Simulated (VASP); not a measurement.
# LaBi (Fm-3m) in VASP: further runs

The runs below take LaBi through relaxation of cell and atoms, with LDA.

Everything below comes from runs of VASP 6.6.1. Logs are shortened: lines on timing, memory, paths and dates and some standing lists are left out, and cuts for length are marked.

## (1) The cell of the first run

The structure is cubic, space group Fm-3m (No. 225). The conventional cell has a = 6.565 Å, b = 6.565 Å, c = 6.565 Å, α = 90.00°, β = 90.00°, γ = 90.00°. La (site symmetry m-3m) has 6 Bi at 3.28 Å within 4.3 Å. Bi (site symmetry m-3m) has 6 La at 3.28 Å within 4.3 Å.

## (2) Relaxation of cell and atoms, LDA

Input file INCAR:

```
SYSTEM = LaBi
PREC     = Accurate       ! precision mode
ENCUT    = 600            ! plane-wave cutoff, eV
EDIFF    = 1E-6           ! SCF threshold, eV
ISMEAR   = -1             ! smearing method
SIGMA    = 0.05           ! smearing width, eV
LREAL    = .False.        ! projectors in reciprocal space
LASPH    = .True.         ! aspherical terms in the spheres
NELM     = 100            ! most SCF steps
ALGO     = Normal         ! electronic algorithm
ISIF     = 3              ! what is computed and relaxed
LWAVE    = .False.        ! write WAVECAR
LCHARG   = .False.        ! write CHGCAR
IBRION   = 2              ! ionic algorithm
NSW      = 80             ! ionic steps
EDIFFG   = -0.05          ! ionic threshold
```

Input file KPOINTS:

```
Automatic mesh
0
Gamma
  9 9 9
  0 0 0
```

Input file POSCAR:

```
LaBi
1.0
    0.0000000000      3.2825000000      3.2825000000
    3.2825000000      0.0000000000      3.2825000000
    3.2825000000      3.2825000000      0.0000000000
La Bi
1 1
Direct
    0.0000000000      0.0000000000      0.0000000000
    0.5000000000      0.5000000000      0.5000000000
```

Potentials or basis: VASP PAW LDA potentials, release 64 (La, Bi_d).

Started as:

```
> cat potpaw_LDA.64/La/POTCAR potpaw_LDA.64/Bi_d/POTCAR > POTCAR
> mpirun -np 1 vasp_std > vasp.out
```

OUTCAR:

```text
SYSTEM = LaBi
   PREC = Accurate
   ENCUT = 600
   EDIFF = 1E-6
   ISMEAR = -1
   LREAL = .False.
   LASPH = .True.
   NELM = 100
   ISIF = 3
   IBRION = 2
   NSW = 80
   EDIFFG = -0.05

 ion  position               nearest neighbor table
   1  0.000  0.000  0.000-   2 3.28   2 3.28   2 3.28   2 3.28   2 3.28   2 3.28
   2  0.500  0.500  0.500-   1 3.28   1 3.28   1 3.28   1 3.28   1 3.28   1 3.28

  LATTYP: Found a face centered cubic cell.
 ALAT       =     6.5650000000

  Lattice vectors:

 A1 = (   0.0000000000,   3.2825000000,   3.2825000000)
 A2 = (   3.2825000000,   0.0000000000,   3.2825000000)
 A3 = (   3.2825000000,   3.2825000000,   0.0000000000)

Analysis of symmetry for initial positions (statically):
=====================================================================
 Subroutine PRICEL returns:
 Original cell was already a primitive cell.

 Routine SETGRP: Setting up the symmetry group for a
 face centered cubic supercell.

 Subroutine GETGRP returns: Found 48 space group operations
 (whereof 48 operations were pure point group operations)
 out of a pool of 48 trial point group operations.

The static configuration has the point symmetry O_h .

Analysis of symmetry for dynamics (positions and initial velocities):
=====================================================================
 Subroutine PRICEL returns:
 Original cell was already a primitive cell.

 Routine SETGRP: Setting up the symmetry group for a
 face centered cubic supercell.

 Subroutine GETGRP returns: Found 48 space group operations
 (whereof 48 operations were pure point group operations)
 out of a pool of 48 trial point group operations.

The dynamic configuration has the point symmetry O_h .

 Subroutine INISYM returns: Found 48 space group operations
 (whereof 48 operations are pure point group operations),
 and found     1 'primitive' translations

----------------------------------------------------------------------------------------

                                     Primitive cell

  volume of cell :      70.7366

  direct lattice vectors                    reciprocal lattice vectors
     0.000000000  3.282500000  3.282500000    -0.152322925  0.152322925  0.152322925
     3.282500000  0.000000000  3.282500000     0.152322925 -0.152322925  0.152322925
     3.282500000  3.282500000  0.000000000     0.152322925  0.152322925 -0.152322925

  length of vectors
     4.642156018  4.642156018  4.642156018     0.263831045  0.263831045  0.263831045

  position of ions in fractional coordinates (direct lattice)
     0.000000000  0.000000000  0.000000000
     0.500000000  0.500000000  0.500000000

  ion indices of the primitive-cell ions
   primitive index   ion index
                 1           1
                 2           2

----------------------------------------------------------------------------------------

 KPOINTS: Automatic mesh

Automatic generation of k-mesh.
 Grid dimensions read from file:
 generate k-points for:    9    9    9

 Generating k-lattice:

  Cartesian coordinates                     Fractional coordinates (reciprocal lattice)
    -0.016924769  0.016924769  0.016924769     0.111111111  0.000000000  0.000000000
     0.016924769 -0.016924769  0.016924769     0.000000000  0.111111111  0.000000000
     0.016924769  0.016924769 -0.016924769     0.000000000  0.000000000  0.111111111

  Length of vectors
     0.029314561  0.029314561  0.029314561

  Shift w.r.t. Gamma in fractional coordinates (k-lattice)
     0.000000000  0.000000000  0.000000000

 Subroutine IBZKPT returns following result:
 ===========================================

 Found     35 irreducible k-points:

 Following reciprocal coordinates:
            Coordinates               Weight
  0.000000  0.000000  0.000000      1.000000
  0.111111  0.000000  0.000000      8.000000
  0.222222  0.000000  0.000000      8.000000
  0.333333  0.000000  0.000000      8.000000
  0.444444  0.000000  0.000000      8.000000
  0.111111  0.111111  0.000000      6.000000
[... 16 lines left out ...]
 -0.333333  0.333333  0.000000     12.000000
  0.444444  0.444444  0.000000      6.000000
 [... further k-points ...]
   k-points           NKPTS =     35   k-points in BZ     NKDIM =     35   number of bands    NBANDS=     17
   number of dos      NEDOS =    301   number of ions     NIONS =      2
   total plane-waves  NPLWV =  64000
   dimension x,y,z NGX =    40 NGY =   40 NGZ =   40
   dimension x,y,z NGXF=    80 NGYF=   80 NGZF=   80
   ions per type =               1   1
   NGX,Y,Z   is equivalent  to a cutoff of  14.32, 14.32, 14.32 a.u.
   NGXF,Y,Z  is equivalent  to a cutoff of  28.65, 28.65, 28.65 a.u.
 SYSTEM =  LaBi
   PREC   = accura    normal or accurate (medium, high low for compatibility)
   ISTART =      0    job   : 0-new  1-cont  2-samecut
   ICHARG =      2    charge: 1-file 2-atom 10-const
   ISPIN  =      1    spin polarized calculation?
   LNONCOLLINEAR =      F non collinear calculations
   LSORBIT =      F    spin-orbit coupling
   LASPH  =      T    aspherical Exc in radial PAW
   ENCUT  =  600.0 eV  44.10 Ry    6.64 a.u.   9.27  9.27  9.27*2*pi/ulx,y,z
   NELM   =    100;   NELMIN=  2; NELMDL= -5     # of ELM steps
   EDIFF  = 0.1E-05   stopping-criterion for ELM
   LREAL  =      F    real-space projection
   EDIFFG = -.5E-01   stopping-criterion for IOM
   NSW    =     80    number of steps for IOM
   IBRION =      2    ionic relax: 0-MD 1-quasi-New 2-CG
   NFREE  =      1    steps in history (QN), initial steepest desc. (CG)
   ISIF   =      3    stress and relaxation
   ISYM   =      2    0-nonsym 1-usesym 2-fastsym
   POTIM  = 0.5000    time-step for ionic-motion
   TEBEG  =    0.0;   TEEND  =   0.0 temperature during run
   PSTRESS=    0.0 pullay stress
   NELECT =      26.0000    total number of electrons
   NUPDOWN=      -1.0000    fix difference up-down
   EMIN   =  10.00;   EMAX   =-10.00  energy-range for DOS
   EFERMI =   0.00;   METHOD = LEGACY
   ISMEAR =    -1;   SIGMA  =   0.05  broadening in eV -4-tet -1-fermi 0-gaus
   EFERMI_NEDOS =   21; number of points for ismear=-14 and -15
   IALGO  =     38    algorithm
   IMIX   =      4    mixing-type and parameters
     AMIX     =   0.40;   BMIX     =  1.00
     AMIX_MAG =   1.60;   BMIX_MAG =  1.00
  volume/ion in A,a.u.               =      35.37       238.68
  Fermi-wavevector in a.u.,A,eV,Ry     =   1.172694  2.216070 18.710871  1.375210
  Thomas-Fermi vector in A             =   2.309118
   LORBIT       =      0    0 simple, 1 ext, 2 COOP (PROOUT), +10 PAW based schemes
   GGA     = CA    functional components
   LHFCALC =     F    Hartree Fock is set to
   AEXX    =    0.0000 exact exchange contribution
   IVDW    =     0    specifies the selected vdW correction
   LEPSILON=     F    determine dielectric tensor
   LRPA    =     F    only Hartree local field effects (RPA)
 conjugate gradient relaxation of ions
 non-spin polarized calculation
  energy-cutoff  :      600.00
  volume of cell :       70.74
 maximum number of plane-waves:      2397
 NGX is ok and might be reduce to    40
   NGX = 19   NGY = 19   NGZ = 19

--------------------------------------- Ionic step        1  -------------------------------------------

 number of electron      25.9999998 magnetization

 Free energy of the ion-electron system (eV)
  ---------------------------------------------------
  ext. energy  EPLUGINS =         0.00000000
  ---------------------------------------------------
  free energy    TOTEN  =       -12.28800900 eV

  energy without entropy =      -12.28565289  energy(sigma->0) =      -12.28683094

------------------------ aborting loop because EDIFF is reached ----------------------------------------

  FORCE on cell =-STRESS in cart. coord.  units (eV):
  Direction    XX          YY          ZZ          XY          YZ          ZX
  --------------------------------------------------------------------------------------
  -------------------------------------------------------------------------------------
  Total       -0.6619063     -0.6619063     -0.6619063      0.0000000     -0.0000000     -0.0000000
  in kB      -14.9921142    -14.9921142    -14.9921142      0.0000000     -0.0000000     -0.0000000
  external PRESSURE =     -14.9921142 kB  Pullay stress =       0.0000000 kB
[... 21 lines left out ...]
  energy  without entropy=      -12.2856528866  energy(sigma->0) =      -12.28683094

--------------------------------------- Ionic step        2  -------------------------------------------

 number of electron      26.0000002 magnetization

 E-fermi :   7.1792     XC(G=0): -10.0284

 val. band max:        7.1302140602   @ k =   0.3333   0.3333   0.0000
 cond. band min:       7.1837055814   @ k =   0.1111   0.1111   0.0000
 fundamental gap:      0.0534915213
 Fermi energy:         7.1791537582

 k-point     1 :       0.0000    0.0000    0.0000
  band No.  band energies     occupation
      1     -25.2236      2.00000
      2     -14.4887      2.00000
      3     -14.4887      2.00000
      4     -14.4271      2.00000
      5     -14.4271      2.00000
      6     -14.4271      2.00000
[... 9 lines left out ...]
     16       8.4211      0.00000
     17       8.9684      0.00000
[... 493 lines left out ...]
  energy  without entropy=      -12.2899579199  energy(sigma->0) =      -12.29117255

--------------------------------------- Ionic step        3  -------------------------------------------

 number of electron      26.0000001 magnetization

 Free energy of the ion-electron system (eV)
  ---------------------------------------------------
  ext. energy  EPLUGINS =         0.00000000
  ---------------------------------------------------
  free energy    TOTEN  =       -12.29740188 eV

  energy without entropy =      -12.29497057  energy(sigma->0) =      -12.29618623

 E-fermi :   6.9790     XC(G=0):  -9.9384

 val. band max:        6.9740693144   @ k =   0.1111   0.1111   0.0000
 cond. band min:       7.2411150648   @ k =   0.0000   0.0000   0.0000
 fundamental gap:      0.2670457504
 Fermi energy:         6.9789514036

 k-point     1 :       0.0000    0.0000    0.0000
  band No.  band energies     occupation
      1     -25.4883      2.00000
      2     -14.6709      2.00000
      3     -14.6709      2.00000
      4     -14.6125      2.00000
      5     -14.6125      2.00000
      6     -14.6125      2.00000
[... 9 lines left out ...]
     16       8.2144      0.00000
     17       8.7153      0.00000
[... 489 lines left out ...]
  FREE ENERGIE OF THE ION-ELECTRON SYSTEM (eV)
  ---------------------------------------------------
  free  energy   TOTEN  =       -12.2974018813 eV

  energy  without entropy=      -12.2949705687  energy(sigma->0) =      -12.29618623

 reached required accuracy - stopping structural energy minimisation
```

Wall time 66 s (1 thread of Intel Xeon 6975P-C (Granite Rapids), shared host); peak memory 0.25 GiB.

What came out:

```yaml
Free_energy: -12.2974 eV
Relaxed_volume: 34.39 Å³/atom
Relaxed_cell: a = 4.599 Å, b = 4.599 Å, c = 4.599 Å, α = 60.00°, β = 60.00°, γ = 60.00°
Space_group_after_relaxing_to_0.1_Å: Fm-3m (No. 225)
Energy_gained_by_relaxing: 4.7 meV/atom
Ionic_steps: 3
Pressure_after_relaxing: 0.0 GPa
Band_gap_on_the_k_mesh: zero (bands 13 and 14 overlap by 0.51 eV)
```

The path:
| step | energy change (eV) | largest force (eV/Å) | pressure (GPa) | volume (Å³) |
| --- | --- | --- | --- | --- |
| 1 | 0.0000 | 0.0000 | -1.50 | 70.74 |
| 2 | -0.0044 | 0.0000 | 1.19 | 67.40 |
| 3 | -0.0094 | 0.0000 | -0.02 | 68.78 |

Final structure:
```
La Bi
1.0
     0.00000    3.25195    3.25195
     3.25195    0.00000    3.25195
     3.25195    3.25195    0.00000
La Bi
1 1
Direct
  0.00000 0.00000 0.00000
  0.50000 0.50000 0.50000
```

Levels at points of the mesh, in eV from the Fermi level:
| k point | band 11 | band 12 | band 13 | band 14 | band 15 | band 16 |
| --- | --- | --- | --- | --- | --- | --- |
| (0.00, 0.00, 0.00) | 0.26 | 0.26 | 0.26 | 1.24 | 1.24 | 1.24 |

Caveat: spin-orbit coupling is left out, which moves the levels of the heavy elements. Zero-point motion and thermal expansion aren't in these numbers.

## (3) Relaxation of cell and atoms, LDA, target pressure 5 GPa, at which the enthalpy is minimised

Input file INCAR:

```
SYSTEM = LaBi
ALGO = Normal ; EDIFF = 1E-7
EDIFFG = -0.05 ; ENCUT = 600
IBRION = 2 ; ISIF = 3
ISMEAR = -1 ; LASPH = .True.
LCHARG = .False. ; LREAL = .False.
LWAVE = .False. ; NELM = 80
NSW = 80 ; PREC = Accurate
PSTRESS = 50.0 ; SIGMA = 0.05
```

Input file KPOINTS:

```
k-points
0
Gamma
  9 9 9
  0 0 0
```

POSCAR is that of step 2.

Potentials or basis: VASP PAW LDA potentials, release 64 (La, Bi_d).

Started as:

```
> cat potpaw_LDA.64/La/POTCAR potpaw_LDA.64/Bi_d/POTCAR > POTCAR
> mpirun -np 1 vasp_std > vasp.out
```

It took 92 s on 1 thread of Intel Xeon 6975P-C (Granite Rapids), shared host; peak memory 0.25 GiB.

Results (log left out):

* Free energy: -12.2292 eV
* Relaxed volume: 31.97 Å³/atom
* Relaxed cell: a = 4.488 Å, b = 4.488 Å, c = 4.488 Å, α = 60.00°, β = 60.00°, γ = 60.00°
* Space group after relaxing (to 0.1 Å): Fm-3m (No. 225)
* Energy change on relaxing (the run minimises the enthalpy): +29.4 meV/atom
* Ionic steps: 3
* Pressure after relaxing: 4.8 GPa
* Band gap on the k mesh: zero (bands 13 and 14 overlap by 0.49 eV)

The path:
| step | energy change (eV) | largest force (eV/Å) | pressure (GPa) | volume (Å³) |
| --- | --- | --- | --- | --- |
| 1 | 0.0000 | 0.0000 | -1.50 | 70.74 |
| 2 | 0.4806 | 0.0000 | 15.76 | 57.04 |
| 3 | 0.0588 | 0.0000 | 4.81 | 63.94 |

Final structure:
```
CELL_PARAMETERS angstrom
0.00000 3.17378 3.17378
3.17378 0.00000 3.17378
3.17378 3.17378 0.00000
ATOMIC_POSITIONS crystal
La 0.00000 0.00000 0.00000
Bi 0.50000 0.50000 0.50000
```

Levels at points of the mesh, in eV from the Fermi level:
```tsv
k point	band 10	band 11	band 12	band 13	band 14	band 15	band 16	band 17
(0.00, 0.00, 0.00)	-10.73	0.32	0.32	0.32	1.25	1.25	1.25	1.91
```

Caveat: the cell is relaxed towards a set pressure, so the run minimises the enthalpy, not the energy; spin-orbit coupling is left out, which moves the levels of the heavy elements.

## (4) Relaxation of cell and atoms, LDA, target pressure 10 GPa, at which the enthalpy is minimised

Input file INCAR:

```
SYSTEM = LaBi
  ALGO = Normal
  EDIFF = 1E-7
  EDIFFG = -0.05
  ENCUT = 600
  IBRION = 2
  ISIF = 3
  ISMEAR = -1
  LASPH = .TRUE.
  LCHARG = .FALSE.
  LREAL = .FALSE.
  LWAVE = .FALSE.
  NELM = 60
  NSW = 80
  PREC = Accurate
  PSTRESS = 100.0
  SIGMA = 0.05
```

Input file KPOINTS:

```
k-points
0
G
  9 9 9
  0 0 0
```

POSCAR is that of step 3.

Started as:

```
> cat potpaw_LDA.64/La/POTCAR potpaw_LDA.64/Bi_d/POTCAR > POTCAR
> mpirun -np 1 vasp_std > vasp.out
```

It took 2.2 min on 1 thread of Intel Xeon 6975P-C (Granite Rapids), shared host; peak memory 0.26 GiB.

Results (log left out):

```yaml
Free_energy: -12.0677 eV
Relaxed_volume: 30.17 Å³/atom
Relaxed_cell: a = 4.403 Å, b = 4.403 Å, c = 4.403 Å, α = 60.00°, β = 60.00°, γ = 60.00°
Space_group_after_relaxing_to_0.1_Å: Fm-3m (No. 225)
Energy_change_on_relaxing_the_run_minimises_the_enthalpy: +110.2 meV/atom
Ionic_steps: 4
Pressure_after_relaxing: 9.8 GPa
Band_gap_on_the_k_mesh: zero (bands 13 and 14 overlap by 0.59 eV)
```

The path:
| step | energy change (eV) | largest force (eV/Å) | pressure (GPa) | volume (Å³) |
| --- | --- | --- | --- | --- |
| 1 | 0.0000 | 0.0000 | -1.50 | 70.74 |
| 2 | 2.1029 | 0.0000 | 44.24 | 47.80 |
| 3 | 0.1934 | 0.0000 | 9.09 | 60.80 |
| 4 | 0.2204 | 0.0000 | 9.80 | 60.34 |

Final structure:
```xyz
2
Lattice="0.0000 3.1131 3.1131 3.1131 0.0000 3.1131 3.1131 3.1131 0.0000" Properties=species:S:1:pos:R:3 pbc="T T T"
La    6.2261    6.2261    6.2261
Bi    3.1131    3.1131    3.1131
```

Levels at points of the mesh, in eV from the Fermi level:
| k point | band 11 | band 12 | band 13 | band 14 | band 15 | band 16 |
| --- | --- | --- | --- | --- | --- | --- |
| (0.00, 0.00, 0.00) | 0.35 | 0.35 | 0.35 | 1.23 | 1.23 | 1.23 |

Caveat: the cell is relaxed towards a set pressure, so the run minimises the enthalpy, not the energy; spin-orbit coupling is left out, which moves the levels of the heavy elements.

## (5) Relaxation of cell and atoms, LDA, target pressure 20 GPa, at which the enthalpy is minimised

Input file INCAR:

```
SYSTEM = LaBi
PREC = Accurate ; ENCUT = 600
EDIFF = 1E-6 ; ISMEAR = -1
SIGMA = 0.05 ; LREAL = .FALSE.
LASPH = .TRUE. ; NELM = 60
ALGO = Normal ; ISIF = 3
LWAVE = .FALSE. ; LCHARG = .FALSE.
GGA = CA ; IBRION = 2
NSW = 80 ; EDIFFG = -0.05
PSTRESS = 200.0
```

Input file KPOINTS:

```
regular mesh
0
G
  9 9 9
  0 0 0
```

POSCAR is that of step 4.

Started as:

```
> cat potpaw_LDA.64/La/POTCAR potpaw_LDA.64/Bi_d/POTCAR > POTCAR
> mpirun -np 1 vasp_std > vasp.out
```

Run time: 2.3 min. Hardware: 1 thread of Intel Xeon 6975P-C (Granite Rapids), shared host; peak memory 0.27 GiB.

Results (log left out):

* Free energy: -11.5930 eV
* Relaxed volume: 27.56 Å³/atom
* Relaxed cell: a = 4.272 Å, b = 4.272 Å, c = 4.272 Å, α = 60.00°, β = 60.00°, γ = 60.00°
* Space group after relaxing (to 0.1 Å): Fm-3m (No. 225)
* Energy change on relaxing (the run minimises the enthalpy): +347.5 meV/atom
* Ionic steps: 5
* Pressure after relaxing: 20.0 GPa
* Band gap on the k mesh: zero (bands 13 and 14 overlap by 0.58 eV)

The path:
```csv
step,energy change (eV),largest force (eV/Å),pressure (GPa),volume (Å³)
1,0.0000,0.0000,-1.50,70.74
2,12.0390,0.0000,201.42,32.42
3,0.4168,0.0000,14.41,57.72
4,0.5723,0.0000,17.64,56.16
5,0.6950,0.0000,20.04,55.11
```

Final structure:
```
La Bi
1.0
     0.00000    3.02050    3.02050
     3.02050    0.00000    3.02050
     3.02050    3.02050    0.00000
La Bi
1 1
Direct
  0.00000 0.00000 0.00000
  0.50000 0.50000 0.50000
```

Levels at points of the mesh, in eV from the Fermi level:
```
           k point  band 9  band 10  band 11  band 12  band 13  band 14  band 15  band 16  band 17
(0.00, 0.00, 0.00)  -15.66   -11.20     0.37     0.37     0.37     1.17     1.17     1.17     2.12
```

Caveat: the cell is relaxed towards a set pressure, so the run minimises the enthalpy, not the energy; the volume moved by over 15 % at a fixed basis, so the end points are rough; spin-orbit coupling is left out, which moves the levels of the heavy elements. Zero-point motion and thermal expansion aren't in these numbers.

## (6) Overview

| cell | gap on the mesh (eV) | pressure (GPa) |
| --- | --- | --- |
| relaxed | none | 0.0 |
| relaxed to 5 GPa | none | 4.8 |
| relaxed to 10 GPa | none | 9.8 |
| relaxed to 20 GPa | none | 20.0 |

Alike in all rows: task relaxation of cell and atoms; level LDA; potentials or basis VASP PAW LDA potentials, release 64 (La, Bi_d); no spin polarisation; k mesh 9 × 9 × 9; cutoff (eV) 600; smearing fermi-dirac 0.05 eV.

Caveats: spin-orbit coupling is left out, which moves the levels of the heavy elements; the cell is relaxed towards a set pressure, so the run minimises the enthalpy, not the energy (at least some runs); the volume moved by over 15 % at a fixed basis, so the end points are rough (at least some runs).

Absolute energies hang on the potentials; compare differences alone.
